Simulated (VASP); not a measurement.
# CF4 (Im-3m) in VASP: notebook

The runs below take CF4 through single point, relaxation of cell and atoms, with PBEsol.

Program: VASP 6.6.1. These are calculated values, not measurements. Logs are shortened: lines on timing, memory, paths and dates and some standing lists are left out, and cuts for length are marked.

### Step 1. The cell of the first run

It takes space group Im-3m (No. 229, cubic). The conventional cell has a = 4.444 Å, b = 4.444 Å, c = 4.444 Å, α = 90.00°, β = 90.00°, γ = 90.00°. C (site symmetry m-3m) has 8 F at 1.92 Å within 2.6 Å. F (site symmetry -3m) has 2 C at 1.92 Å and 6 F at 2.22 Å within 2.6 Å.

### Step 2. Single point, PBEsol

Contents of INCAR:

```
SYSTEM = CF4
PREC = Accurate
ENCUT = 520
EDIFF = 1E-6
ISMEAR = -1
SIGMA = 0.03
LREAL = .FALSE.
LASPH = .TRUE.
NELM = 80
ALGO = Normal
ISIF = 2
LWAVE = .FALSE.
LCHARG = .FALSE.
GGA = PS
NBANDS = 24
```

Contents of KPOINTS:

```
Automatic mesh
0
G
  6 6 6
  0 0 0
```

Contents of POSCAR:

```
CF4
1.0
   -2.2218337291      2.2218337291      2.2218337291
    2.2218337291     -2.2218337291      2.2218337291
    2.2218337291      2.2218337291     -2.2218337291
C F
1 4
Direct
    0.0000000000      0.0000000000      0.0000000000
    0.0000000000      0.0000000000      0.5000000000
    0.0000000000      0.5000000000      0.0000000000
    0.5000000000      0.0000000000      0.0000000000
    0.5000000000      0.5000000000      0.5000000000
```

Potentials or basis: VASP PAW PBE potentials, release 64 (C, F).

The run is started by

```
cat potpaw_PBE.64/C/POTCAR potpaw_PBE.64/F/POTCAR > POTCAR
mpirun -np 1 vasp_std > vasp.out
```

OUTCAR:

```text
SYSTEM = CF4
   PREC = Accurate
   ENCUT = 520
   EDIFF = 1E-6
   ISMEAR = -1
   LREAL = .FALSE.
   LASPH = .TRUE.
   NELM = 80
   ISIF = 2
   GGA = PS

 ion  position               nearest neighbor table
   1  0.000  0.000  0.000-   2 1.92   3 1.92   4 1.92   5 1.92   2 1.92   3 1.92   4 1.92   5 1.92

   2  0.000  0.000  0.500-   1 1.92   1 1.92
   3  0.000  0.500  0.000-   1 1.92   1 1.92
   4  0.500  0.000  0.000-   1 1.92   1 1.92
   5  0.500  0.500  0.500-   1 1.92   1 1.92

  LATTYP: Found a body centered cubic cell.
 ALAT       =     4.4436674582

  Lattice vectors:

 A1 = (  -2.2218337291,   2.2218337291,   2.2218337291)
 A2 = (   2.2218337291,  -2.2218337291,   2.2218337291)
 A3 = (   2.2218337291,   2.2218337291,  -2.2218337291)

Analysis of symmetry for initial positions (statically):
=====================================================================
 Subroutine PRICEL returns:
 Original cell was already a primitive cell.

 Routine SETGRP: Setting up the symmetry group for a
 body centered cubic supercell.

 Subroutine GETGRP returns: Found 48 space group operations
 (whereof 48 operations were pure point group operations)
 out of a pool of 48 trial point group operations.

The static configuration has the point symmetry O_h .

Analysis of symmetry for dynamics (positions and initial velocities):
=====================================================================
 Subroutine PRICEL returns:
 Original cell was already a primitive cell.

 Routine SETGRP: Setting up the symmetry group for a
 body centered cubic supercell.

 Subroutine GETGRP returns: Found 48 space group operations
 (whereof 48 operations were pure point group operations)
 out of a pool of 48 trial point group operations.

The dynamic configuration has the point symmetry O_h .

 Subroutine INISYM returns: Found 48 space group operations
 (whereof 48 operations are pure point group operations),
 and found     1 'primitive' translations

----------------------------------------------------------------------------------------

                                     Primitive cell

  volume of cell :      43.8727

  direct lattice vectors                    reciprocal lattice vectors
    -2.221833729  2.221833729  2.221833729     0.000000000  0.225039342  0.225039342
     2.221833729 -2.221833729  2.221833729     0.225039342  0.000000000  0.225039342
     2.221833729  2.221833729 -2.221833729     0.225039342  0.225039342  0.000000000

  length of vectors
     3.848328905  3.848328905  3.848328905     0.318253689  0.318253689  0.318253689

  position of ions in fractional coordinates (direct lattice)
     0.000000000  0.000000000  0.000000000
     0.000000000  0.000000000  0.500000000
     0.000000000  0.500000000  0.000000000
     0.500000000  0.000000000  0.000000000
     0.500000000  0.500000000  0.500000000

  ion indices of the primitive-cell ions
   primitive index   ion index
                 1           1
                 2           2
                 3           3
                 4           4
                 5           5

----------------------------------------------------------------------------------------

 KPOINTS: Automatic mesh

Automatic generation of k-mesh.
 Grid dimensions read from file:
 generate k-points for:    6    6    6

 Generating k-lattice:

  Cartesian coordinates                     Fractional coordinates (reciprocal lattice)
     0.000000000  0.037506557  0.037506557     0.166666667  0.000000000  0.000000000
     0.037506557  0.000000000  0.037506557     0.000000000  0.166666667  0.000000000
     0.037506557  0.037506557  0.000000000     0.000000000  0.000000000  0.166666667

  Length of vectors
     0.053042282  0.053042282  0.053042282

  Shift w.r.t. Gamma in fractional coordinates (k-lattice)
     0.000000000  0.000000000  0.000000000

 Subroutine IBZKPT returns following result:
 ===========================================

 Found     16 irreducible k-points:

 Following reciprocal coordinates:
            Coordinates               Weight
  0.000000  0.000000  0.000000      1.000000
  0.166667  0.000000  0.000000     12.000000
  0.333333  0.000000  0.000000     12.000000
  0.500000  0.000000  0.000000      6.000000
  0.166667  0.166667  0.000000     24.000000
  0.333333  0.166667 -0.000000     48.000000
[... 8 lines left out ...]
  0.500000  0.500000  0.333333     12.000000
  0.500000  0.500000  0.500000      1.000000
   k-points           NKPTS =     16   k-points in BZ     NKDIM =     16   number of bands    NBANDS=     24
   number of dos      NEDOS =    301   number of ions     NIONS =      5
   total plane-waves  NPLWV =  27000
   dimension x,y,z NGX =    30 NGY =   30 NGZ =   30
   dimension x,y,z NGXF=    60 NGYF=   60 NGZF=   60
   ions per type =               1   4
   NGX,Y,Z   is equivalent  to a cutoff of  12.96, 12.96, 12.96 a.u.
   NGXF,Y,Z  is equivalent  to a cutoff of  25.92, 25.92, 25.92 a.u.
 SYSTEM =  CF4
   PREC   = accura    normal or accurate (medium, high low for compatibility)
   ISTART =      0    job   : 0-new  1-cont  2-samecut
   ICHARG =      2    charge: 1-file 2-atom 10-const
   ISPIN  =      1    spin polarized calculation?
   LNONCOLLINEAR =      F non collinear calculations
   LSORBIT =      F    spin-orbit coupling
   LASPH  =      T    aspherical Exc in radial PAW
   ENCUT  =  520.0 eV  38.22 Ry    6.18 a.u.   7.16  7.16  7.16*2*pi/ulx,y,z
   NELM   =     80;   NELMIN=  2; NELMDL= -5     # of ELM steps
   EDIFF  = 0.1E-05   stopping-criterion for ELM
   LREAL  =      F    real-space projection
   EDIFFG = 0.1E-04   stopping-criterion for IOM
   NSW    =      0    number of steps for IOM
   IBRION =     -1    ionic relax: 0-MD 1-quasi-New 2-CG
   NFREE  =      0    steps in history (QN), initial steepest desc. (CG)
   ISIF   =      2    stress and relaxation
   ISYM   =      2    0-nonsym 1-usesym 2-fastsym
   POTIM  = 0.5000    time-step for ionic-motion
   TEBEG  =    0.0;   TEEND  =   0.0 temperature during run
   PSTRESS=    0.0 pullay stress
   NELECT =      32.0000    total number of electrons
   NUPDOWN=      -1.0000    fix difference up-down
   EMIN   =  10.00;   EMAX   =-10.00  energy-range for DOS
   EFERMI =   0.00;   METHOD = LEGACY
   ISMEAR =    -1;   SIGMA  =   0.03  broadening in eV -4-tet -1-fermi 0-gaus
   EFERMI_NEDOS =   21; number of points for ismear=-14 and -15
   IALGO  =     38    algorithm
   IMIX   =      4    mixing-type and parameters
     AMIX     =   0.40;   BMIX     =  1.00
     AMIX_MAG =   1.60;   BMIX_MAG =  1.00
  volume/ion in A,a.u.               =       8.77        59.21
  Fermi-wavevector in a.u.,A,eV,Ry     =   1.473646  2.784788 29.546868  2.171634
  Thomas-Fermi vector in A             =   2.588514
   LORBIT       =      0    0 simple, 1 ext, 2 COOP (PROOUT), +10 PAW based schemes
   GGA     = PS    functional components
   LHFCALC =     F    Hartree Fock is set to
   AEXX    =    0.0000 exact exchange contribution
   IVDW    =     0    specifies the selected vdW correction
   LEPSILON=     F    determine dielectric tensor
   LRPA    =     F    only Hartree local field effects (RPA)
 non-spin polarized calculation
  energy-cutoff  :      520.00
  volume of cell :       43.87
 maximum number of plane-waves:      1205
 NGX is ok and might be reduce to    30
   NGX = 15   NGY = 15   NGZ = 15

 number of electron      31.9999955 magnetization

 Free energy of the ion-electron system (eV)
  ---------------------------------------------------
  ext. energy  EPLUGINS =         0.00000000
  ---------------------------------------------------
  free energy    TOTEN  =       -13.83426825 eV

  energy without entropy =      -13.82072339  energy(sigma->0) =      -13.82749582

 E-fermi :  -0.1730     XC(G=0): -11.1611

 val. band max:       -0.2406819722   @ k =  -0.1667   0.1667   0.1667
 cond. band min:      -0.1704080580   @ k =   0.1667   0.1667   0.1667
 fundamental gap:      0.0702739142
 Fermi energy:        -0.1730432203

 k-point     1 :       0.0000    0.0000    0.0000
  band No.  band energies     occupation
      1     -23.6100      2.00000
      2     -20.7876      2.00000
      3     -20.7876      2.00000
      4     -20.7876      2.00000
      5      -7.2618      2.00000
      6      -7.2618      2.00000
[... 16 lines left out ...]
     23      13.8984      0.00000
     24      23.8825      0.00000

 k-point     2 :       0.1667    0.0000    0.0000
  band No.  band energies     occupation
      1     -23.4337      2.00000
      2     -20.9826      2.00000
      3     -20.8376      2.00000
      4     -20.8093      2.00000
      5      -8.5671      2.00000
      6      -7.2017      2.00000
[... 16 lines left out ...]
     23      14.5247      0.00000
     24      23.5060      0.00000

 k-point     3 :       0.3333    0.0000    0.0000
  band No.  band energies     occupation
      1     -22.9453      2.00000
      2     -21.5152      2.00000
      3     -20.9357      2.00000
      4     -20.8531      2.00000
      5      -9.5412      2.00000
      6      -7.0851      2.00000
[... 16 lines left out ...]
     23      16.1274      0.00000
     24      22.2328      0.00000
[... 298 lines left out ...]
 k-point    15 :       0.5000    0.5000    0.3333
  band No.  band energies     occupation
      1     -22.1079      2.00000
      2     -22.0575      2.00000
      3     -21.8824      2.00000
      4     -19.9615      2.00000
      5     -11.9177      2.00000
      6      -5.2802      2.00000
[... 16 lines left out ...]
     23      18.8731      0.00000
     24      20.7627      0.00000

 k-point    16 :       0.5000    0.5000    0.5000
  band No.  band energies     occupation
      1     -22.0256      2.00000
      2     -22.0256      2.00000
      3     -22.0256      2.00000
      4     -19.8148      2.00000
      5     -12.3641      2.00000
      6      -5.5090      2.00000
[... 16 lines left out ...]
     23      20.2238      0.00000
     24      20.2238      0.00000

------------------------ aborting loop because EDIFF is reached ----------------------------------------

  FORCE on cell =-STRESS in cart. coord.  units (eV):
  Direction    XX          YY          ZZ          XY          YZ          ZX
  --------------------------------------------------------------------------------------
  -------------------------------------------------------------------------------------
  Total       -0.1526273     -0.1526273     -0.1526273      0.0000000     -0.0000000      0.0000000
  in kB       -5.5737577     -5.5737577     -5.5737577      0.0000000     -0.0000000      0.0000000
  external PRESSURE =      -5.5737577 kB  Pullay stress =       0.0000000 kB

 VOLUME and BASIS-vectors are now :
 -----------------------------------------------------------------------------
  energy-cutoff  :      520.00
  volume of cell :       43.87
      direct lattice vectors                 reciprocal lattice vectors
    -2.221833729  2.221833729  2.221833729     0.000000000  0.225039342  0.225039342
     2.221833729 -2.221833729  2.221833729     0.225039342  0.000000000  0.225039342
     2.221833729  2.221833729 -2.221833729     0.225039342  0.225039342  0.000000000

 POSITION                                       TOTAL-FORCE (eV/Angst)
 -----------------------------------------------------------------------------------
      0.00000      0.00000      0.00000        -0.000000      0.000000     -0.000000
      1.11092      1.11092     -1.11092        -0.000000      0.000000      0.000000
      1.11092     -1.11092      1.11092        -0.000000     -0.000000      0.000000
     -1.11092      1.11092      1.11092        -0.000000      0.000000     -0.000000
      1.11092      1.11092      1.11092         0.000000     -0.000000      0.000000
 -----------------------------------------------------------------------------------
    total drift:                                0.000000      0.000000     -0.000000

  FREE ENERGIE OF THE ION-ELECTRON SYSTEM (eV)
  ---------------------------------------------------
  free  energy   TOTEN  =       -13.8342682452 eV

  energy  without entropy=      -13.8207233905  energy(sigma->0) =      -13.82749582
```

Wall time 16 s (1 thread of Intel Xeon Platinum 8488C (Sapphire Rapids), shared host); peak memory 0.16 GiB.

Results:

```yaml
Free_energy: -13.8343 eV
Pressure: -0.6 GPa
Band_gap_on_the_k_mesh: zero (band 16 reaches 0.24 eV, above the bottom of band 17 at -0.17 eV)
```

Caveat: the PAW data sets were made with another functional, which shifts forces and pressure a little.

### Step 3. Relaxation of cell and atoms, PBEsol

This run uses another cell than the first one, of 12.28 Å³/atom, 1.400 times its volume.

Contents of INCAR:

```
ALGO     = Normal         # electronic algorithm
EDIFF    = 1E-7           # SCF threshold, eV
EDIFFG   = -0.01          # ionic threshold
ENCUT    = 600            # plane-wave cutoff, eV
GGA      = PS             # functional
IBRION   = 2              # ionic algorithm
ISIF     = 3              # what is computed and relaxed
ISMEAR   = -1             # smearing method
LASPH    = True           # aspherical terms in the spheres
LCHARG   = False          # write CHGCAR
LREAL    = False          # projectors in reciprocal space
LWAVE    = False          # write WAVECAR
NELM     = 100            # most SCF steps
NSW      = 100            # ionic steps
PREC     = Accurate       # precision mode
SIGMA    = 0.03           # smearing width, eV
```

Contents of KPOINTS:

```
k-points
0
Gamma
  6 6 6
```

Changes to POSCAR since step 2:

```diff
@@ -2,5 +2,5 @@
 1.0
-   -2.2218337291      2.2218337291      2.2218337291
-    2.2218337291     -2.2218337291      2.2218337291
-    2.2218337291      2.2218337291     -2.2218337291
+   -2.4855639300      2.4855639300      2.4855639300
+    2.4855639300     -2.4855639300      2.4855639300
+    2.4855639300      2.4855639300     -2.4855639300
 C F
```

Potentials or basis: VASP PAW PBE potentials, release 64 (C, F).

The run is started by

```
cat potpaw_PBE.64/C/POTCAR potpaw_PBE.64/F/POTCAR > POTCAR
mpirun -np 1 vasp_std > vasp.out
```

Wall time 72 s (1 thread of Intel Xeon Platinum 8488C (Sapphire Rapids), shared host); peak memory 0.2 GiB.

Results (log left out):

* Free energy: -13.9078 eV
* Relaxed volume: 8.74 Å³/atom
* Relaxed cell: a = 3.843 Å, b = 3.843 Å, c = 3.843 Å, α = 109.47°, β = 109.47°, γ = 109.47°
* Space group after relaxing (to 0.05 Å): Im-3m (No. 229)
* Energy gained by relaxing: 234.1 meV/atom
* Ionic steps: 5
* Pressure after relaxing: 0.0 GPa
* Band gap on the k mesh: zero (band 16 reaches 0.29 eV, above the bottom of band 17 at -0.12 eV)

Step by step:
```csv
step,energy change (eV),largest force (eV/Å),pressure (GPa),volume (Å³)
1,0.0000,0.0000,-14.70,61.42
2,-0.8031,0.0000,-11.68,51.94
3,-1.1664,0.0000,-1.73,44.39
4,-1.1695,0.0000,0.85,43.36
5,-1.1703,0.0000,-0.03,43.69
```

Final structure:
```cif
data_structure
_symmetry_space_group_name_H-M 'P 1'
_symmetry_Int_Tables_number 1
_cell_length_a 3.8429
_cell_length_b 3.8429
_cell_length_c 3.8429
_cell_angle_alpha 109.471
_cell_angle_beta 109.471
_cell_angle_gamma 109.471
_cell_volume 43.69
loop_
_atom_site_label
_atom_site_type_symbol
_atom_site_fract_x
_atom_site_fract_y
_atom_site_fract_z
_atom_site_occupancy
C1 C 0.00000 0.00000 0.00000 1
F1 F 0.00000 0.00000 0.50000 1
F2 F 0.00000 0.50000 0.00000 1
F3 F 0.50000 0.00000 0.00000 1
F4 F 0.50000 0.50000 0.50000 1
```

Levels at points of the mesh, in eV from the Fermi level:
| k point | band 13 | band 14 | band 15 | band 16 | band 17 | band 18 | band 19 | band 20 |
| --- | --- | --- | --- | --- | --- | --- | --- | --- |
| (0.00, 0.00, 0.00) | -0.87 | -0.87 | -0.76 | 0.42 | 0.42 | 5.97 | 5.97 | 5.97 |
| (0.50, 0.00, 0.00) | -1.82 | -1.56 | -0.29 | -0.24 | 0.24 | 2.15 | 4.56 | 5.84 |
| (0.50, 0.50, 0.50) | -0.67 | 0.03 | 0.03 | 0.03 | 1.62 | 1.62 | 1.62 | 1.83 |

Caveat: the volume moved by over 15 % at a fixed basis, so the end points are rough; the PAW data sets were made with another functional, which shifts forces and pressure a little.
